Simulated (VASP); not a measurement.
Write the native input for VASP 6.6.1 that does the following.

| Property | Result |
| --- | --- |
| Task | single point |
| Functional | PBE |
| Dispersion | D3(BJ) |
| Potentials or basis | VASP PAW PBE potentials, release 64 (Zr_sv) |
| Cutoff | 520 eV |
| k mesh | 10 × 10 × 1 |
| Occupations | fermi-dirac, width 0.05 eV |
| Spin | no spin polarisation |
| Dipole correction | yes |
| Further INCAR settings | ALGO = Normal; EDIFF = 1e-06; NBANDS = 38 |

The structure of Zr lies in POSCAR:

```
Zr
1.0
    3.1890515832      0.0000000000      0.0000000000
   -1.5945257916      2.7617996850      0.0000000000
    0.0000000000      0.0000000000     25.4153988562
Zr
5
Direct
    0.6666666667      0.3333333333      0.2950966870
    0.3333333333      0.6666666667      0.3975483435
    0.0000000000      0.0000000000      0.4984271934
    0.6666666667      0.3333333333      0.5999703180
    0.3333333333      0.6666666667      0.6966029837
```

The input as run:

INCAR

```
SYSTEM = Zr
PREC     = Accurate       ! precision mode
ENCUT    = 520            ! plane-wave cutoff, eV
EDIFF    = 1E-6           ! SCF threshold, eV
ISMEAR   = -1             ! smearing method
SIGMA    = 0.05           ! smearing width, eV
LREAL    = .False.        ! projectors in reciprocal space
LASPH    = .True.         ! aspherical terms in the spheres
NELM     = 60             ! most SCF steps
ALGO     = Normal         ! electronic algorithm
ISIF     = 2              ! what is computed and relaxed
LWAVE    = .False.        ! write WAVECAR
LCHARG   = .False.        ! write CHGCAR
LDIPOL   = .True.       
IDIPOL   = 3            
DIPOL    = 0.5 0.5 0.498
GGA      = PE             ! functional
IVDW     = 12             ! dispersion correction
NBANDS   = 38             ! bands
```

KPOINTS

```
Automatic mesh
0
Gamma
  10 10 1
  0 0 0
```

Potentials or basis: VASP PAW PBE potentials, release 64 (Zr_sv).

Command:

```bash
$ cat potpaw_PBE.64/Zr_sv/POTCAR > POTCAR
$ mpirun -np 1 vasp_std > vasp.out
```

Results of the run:

The largest force is 0.479 eV/Å and the band gap on the k mesh is zero (band 30 reaches 3.46 eV, above the bottom of band 31 at 2.33 eV). The dispersion energy per atom is -0.435 eV.

It took 5.7 min on 1 thread of Intel(R) Xeon(R) Platinum 8259CL CPU @ 2.50GHz (Skylake/Cascade Lake), with other jobs on the host, peak memory 0.35 GiB.
